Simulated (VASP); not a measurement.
# InAs (Fm-3m) in VASP: further runs

Runs on InAs. Level: PBEsol. Tasks: single point.

Everything below comes from runs of VASP 6.6.1. Logs are shortened: lines on timing, memory, paths and dates and some standing lists are left out, and cuts for length are marked.

### Step 1. The cell of the first run

The structure is cubic, space group Fm-3m (No. 225). The conventional cell has a = 5.793 Å, b = 5.793 Å, c = 5.793 Å, α = 90.00°, β = 90.00°, γ = 90.00°. In (site symmetry m-3m) has 6 As at 2.90 Å within 3.8 Å. As (site symmetry m-3m) has 6 In at 2.90 Å within 3.8 Å.

### Step 2. Single point, PBEsol

Contents of INCAR:

```
PREC     = Accurate       # precision mode
ENCUT    = 520            # plane-wave cutoff, eV
EDIFF    = 1E-7           # SCF threshold, eV
ISMEAR   = -1             # smearing method
SIGMA    = 0.05           # smearing width, eV
LREAL    = False          # projectors in reciprocal space
LASPH    = True           # aspherical terms in the spheres
NELM     = 100            # most SCF steps
ALGO     = Normal         # electronic algorithm
ISIF     = 2              # what is computed and relaxed
LWAVE    = False          # write WAVECAR
LCHARG   = False          # write CHGCAR
GGA      = PS             # functional
NBANDS   = 16             # bands
```

Contents of KPOINTS:

```
regular mesh
0
Gamma
  8 8 8
```

Contents of POSCAR:

```
InAs
1.0
    0.0000000000      2.8963595487      2.8963595487
    2.8963595487      0.0000000000      2.8963595487
    2.8963595487      2.8963595487      0.0000000000
In As
1 1
Direct
    0.5000000000      0.5000000000      0.5000000000
    0.0000000000      0.0000000000      0.0000000000
```

Potentials or basis: VASP PAW PBE potentials, release 64 (In_d, As).

Launch:

```
> cat potpaw_PBE.64/In_d/POTCAR potpaw_PBE.64/As/POTCAR > POTCAR
> mpirun -np 1 vasp_std > vasp.out
```

OUTCAR:

```text
PREC = Accurate
   ENCUT = 520
   EDIFF = 1E-7
   ISMEAR = -1
   LREAL = False
   LASPH = True
   NELM = 100
   ISIF = 2
   GGA = PS

 ion  position               nearest neighbor table
   1  0.500  0.500  0.500-   2 2.90   2 2.90   2 2.90   2 2.90   2 2.90   2 2.90
   2  0.000  0.000  0.000-   1 2.90   1 2.90   1 2.90   1 2.90   1 2.90   1 2.90

  LATTYP: Found a face centered cubic cell.
 ALAT       =     5.7927190974

  Lattice vectors:

 A1 = (   0.0000000000,   2.8963595487,   2.8963595487)
 A2 = (   2.8963595487,   0.0000000000,   2.8963595487)
 A3 = (   2.8963595487,   2.8963595487,   0.0000000000)

Analysis of symmetry for initial positions (statically):
=====================================================================
 Subroutine PRICEL returns:
 Original cell was already a primitive cell.

 Routine SETGRP: Setting up the symmetry group for a
 face centered cubic supercell.

 Subroutine GETGRP returns: Found 48 space group operations
 (whereof 48 operations were pure point group operations)
 out of a pool of 48 trial point group operations.

The static configuration has the point symmetry O_h .

Analysis of symmetry for dynamics (positions and initial velocities):
=====================================================================
 Subroutine PRICEL returns:
 Original cell was already a primitive cell.

 Routine SETGRP: Setting up the symmetry group for a
 face centered cubic supercell.

 Subroutine GETGRP returns: Found 48 space group operations
 (whereof 48 operations were pure point group operations)
 out of a pool of 48 trial point group operations.

The dynamic configuration has the point symmetry O_h .

 Subroutine INISYM returns: Found 48 space group operations
 (whereof 48 operations are pure point group operations),
 and found     1 'primitive' translations

----------------------------------------------------------------------------------------

                                     Primitive cell

  volume of cell :      48.5945

  direct lattice vectors                    reciprocal lattice vectors
     0.000000000  2.896359549  2.896359549    -0.172630501  0.172630501  0.172630501
     2.896359549  0.000000000  2.896359549     0.172630501 -0.172630501  0.172630501
     2.896359549  2.896359549  0.000000000     0.172630501  0.172630501 -0.172630501

  length of vectors
[... 80 lines left out ...]
   ENCUT  =  520.0 eV  38.22 Ry    6.18 a.u.   7.62  7.62  7.62*2*pi/ulx,y,z
   NELM   =    100;   NELMIN=  2; NELMDL= -5     # of ELM steps
   EDIFF  = 0.1E-06   stopping-criterion for ELM
   LREAL  =      F    real-space projection
   EDIFFG = 0.1E-05   stopping-criterion for IOM
   NSW    =      0    number of steps for IOM
   IBRION =     -1    ionic relax: 0-MD 1-quasi-New 2-CG
   NFREE  =      0    steps in history (QN), initial steepest desc. (CG)
   ISIF   =      2    stress and relaxation
   ISYM   =      2    0-nonsym 1-usesym 2-fastsym
   POTIM  = 0.5000    time-step for ionic-motion
   TEBEG  =    0.0;   TEEND  =   0.0 temperature during run
   PSTRESS=    0.0 pullay stress
   NELECT =      18.0000    total number of electrons
   NUPDOWN=      -1.0000    fix difference up-down
   EMIN   =  10.00;   EMAX   =-10.00  energy-range for DOS
   EFERMI =   0.00;   METHOD = LEGACY
   ISMEAR =    -1;   SIGMA  =   0.05  broadening in eV -4-tet -1-fermi 0-gaus
   EFERMI_NEDOS =   21; number of points for ismear=-14 and -15
   IALGO  =     38    algorithm
   IMIX   =      4    mixing-type and parameters
     AMIX     =   0.40;   BMIX     =  1.00
     AMIX_MAG =   1.60;   BMIX_MAG =  1.00
  volume/ion in A,a.u.               =      24.30       163.97
  Fermi-wavevector in a.u.,A,eV,Ry     =   1.175718  2.221785 18.807510  1.382313
  Thomas-Fermi vector in A             =   2.312094
   LORBIT       =      0    0 simple, 1 ext, 2 COOP (PROOUT), +10 PAW based schemes
   GGA     = PS    functional components
   LHFCALC =     F    Hartree Fock is set to
   AEXX    =    0.0000 exact exchange contribution
   IVDW    =     0    specifies the selected vdW correction
   LEPSILON=     F    determine dielectric tensor
   LRPA    =     F    only Hartree local field effects (RPA)
 non-spin polarized calculation
  energy-cutoff  :      520.00
  volume of cell :       48.59
 maximum number of plane-waves:      1363
   NGX = 15   NGY = 15   NGZ = 15

 number of electron      18.0000009 magnetization

 Free energy of the ion-electron system (eV)
  ---------------------------------------------------
  ext. energy  EPLUGINS =         0.00000000
  ---------------------------------------------------
  free energy    TOTEN  =        -8.16613700 eV

  energy without entropy =       -8.15524298  energy(sigma->0) =       -8.16068999

 E-fermi :   5.5620     XC(G=0): -10.1621

 val. band max:        5.4921303355   @ k =   0.2500   0.0000   0.0000
 cond. band min:       5.6065786310   @ k =  -0.3750   0.1250   0.0000
 fundamental gap:      0.1144482955
 Fermi energy:         5.5620315605

 k-point     1 :       0.0000    0.0000    0.0000
  band No.  band energies     occupation
      1      -8.6281      2.00000
      2      -8.6281      2.00000
      3      -8.6071      2.00000
      4      -8.6071      2.00000
      5      -8.6071      2.00000
      6      -6.4274      2.00000
[... 433 lines left out ...]
      3      -8.5970      2.00000
      4      -8.5759      2.00000
      5      -8.5487      2.00000
      6      -4.4302      2.00000
[... 8 lines left out ...]
     15      15.0940      0.00000
     16      18.2434      0.00000

 [... further k-points ...]

------------------------ aborting loop because EDIFF is reached ----------------------------------------

  FORCE on cell =-STRESS in cart. coord.  units (eV):
  Direction    XX          YY          ZZ          XY          YZ          ZX
  --------------------------------------------------------------------------------------
  -------------------------------------------------------------------------------------
  Total       -1.2906881     -1.2906881     -1.2906881      0.0000000     -0.0000000      0.0000000
  in kB      -42.5543989    -42.5543989    -42.5543989      0.0000000     -0.0000000      0.0000000
  external PRESSURE =     -42.5543989 kB  Pullay stress =       0.0000000 kB

 VOLUME and BASIS-vectors are now :
 -----------------------------------------------------------------------------
  energy-cutoff  :      520.00
  volume of cell :       48.59
      direct lattice vectors                 reciprocal lattice vectors
     0.000000000  2.896359549  2.896359549    -0.172630501  0.172630501  0.172630501
     2.896359549  0.000000000  2.896359549     0.172630501 -0.172630501  0.172630501
     2.896359549  2.896359549  0.000000000     0.172630501  0.172630501 -0.172630501

 POSITION                                       TOTAL-FORCE (eV/Angst)
 -----------------------------------------------------------------------------------
      2.89636      2.89636      2.89636         0.000000     -0.000000      0.000000
      0.00000      0.00000      0.00000         0.000000      0.000000      0.000000
 -----------------------------------------------------------------------------------
    total drift:                                0.000000      0.000000      0.000000

  FREE ENERGIE OF THE ION-ELECTRON SYSTEM (eV)
  ---------------------------------------------------
  free  energy   TOTEN  =        -8.1661369970 eV

  energy  without entropy=       -8.1552429833  energy(sigma->0) =       -8.16068999
```

OSZICAR:

```text
N       E                     dE             d eps       ncg     rms          rms(c)
DAV:   1     0.101203631955E+03    0.10120E+03   -0.88747E+03   936   0.132E+03
DAV:   2    -0.232486794757E+01   -0.10353E+03   -0.99281E+02  1000   0.296E+02
DAV:   3    -0.822288632611E+01   -0.58980E+01   -0.58108E+01  1200   0.663E+01
DAV:   4    -0.834494989360E+01   -0.12206E+00   -0.12203E+00  1048   0.104E+01
DAV:   5    -0.835025795964E+01   -0.53081E-02   -0.53080E-02  1336   0.199E+00    0.350E+00
DAV:   6    -0.817380621699E+01    0.17645E+00   -0.32045E-01  1328   0.985E+00    0.179E+00
DAV:   7    -0.816759055233E+01    0.62157E-02   -0.34558E-02  1256   0.172E+00    0.646E-01
DAV:   8    -0.816616396802E+01    0.14266E-02   -0.21204E-03  1104   0.473E-01    0.132E-01
DAV:   9    -0.816613694309E+01    0.27025E-04   -0.19472E-04  1336   0.121E-01    0.708E-02
DAV:  10    -0.816613667587E+01    0.26722E-06   -0.88311E-06  1144   0.256E-02    0.298E-02
DAV:  11    -0.816613722172E+01   -0.54585E-06   -0.13037E-06  1176   0.121E-02    0.196E-03
DAV:  12    -0.816613708942E+01    0.13230E-06   -0.81671E-08   856   0.384E-03    0.144E-03
DAV:  13    -0.816613699695E+01    0.92469E-07   -0.29698E-08   672   0.193E-03
   1 F= -.81661370E+01 E0= -.81606900E+01  d E =-.108940E-01
```

stdout:

```text
POSCAR found type information on POSCAR InAs
 POSCAR found :  2 types and       2 ions
 scaLAPACK will be used
 -----------------------------------------------------------------------------
|                                                                             |
|                                                                             |
|     You enforced a specific xc type in the INCAR file but a different       |
|     I HOPE YOU KNOW WHAT YOU ARE DOING!                                     |
|                                                                             |
 -----------------------------------------------------------------------------

 LDA part: xc-table for (Slater+PW92), standard interpolation
 POSCAR, INCAR and KPOINTS ok, starting setup
 FFT: planning ... GRIDC
 FFT: planning ... GRID_SOFT
 FFT: planning ... GRID
 WAVECAR not read
 entering main loop
```

Run time: 50 s. Hardware: 1 thread of AMD EPYC 7R13, shared host; peak memory 0.15 GiB.

Results:

```yaml
Free_energy: -8.1661 eV
Pressure: -4.3 GPa
Band_gap_on_the_k_mesh: zero (band 9 reaches 5.90 eV, above the bottom of band 10 at 3.38 eV)
```

Levels at points of the mesh, in eV from the Fermi level:
| k point | band 6 | band 7 | band 8 | band 9 | band 10 | band 11 | band 12 | band 13 |
| --- | --- | --- | --- | --- | --- | --- | --- | --- |
| (0.00, 0.00, 0.00) | -11.99 | -0.85 | -0.19 | -0.19 | -0.19 | 7.12 | 7.12 | 7.12 |
| (0.50, 0.00, 0.00) | -10.38 | -6.43 | 0.18 | 0.18 | 2.03 | 3.23 | 3.23 | 4.23 |
| (0.50, 0.50, 0.00) | -9.54 | -4.61 | -2.98 | -2.18 | -2.18 | 3.84 | 8.99 | 8.99 |

Caveat: the PAW data sets were made with another functional, which shifts forces and pressure a little; spin-orbit coupling is left out, which moves the levels of the heavy elements.

(Continued in part 2 of 2.)
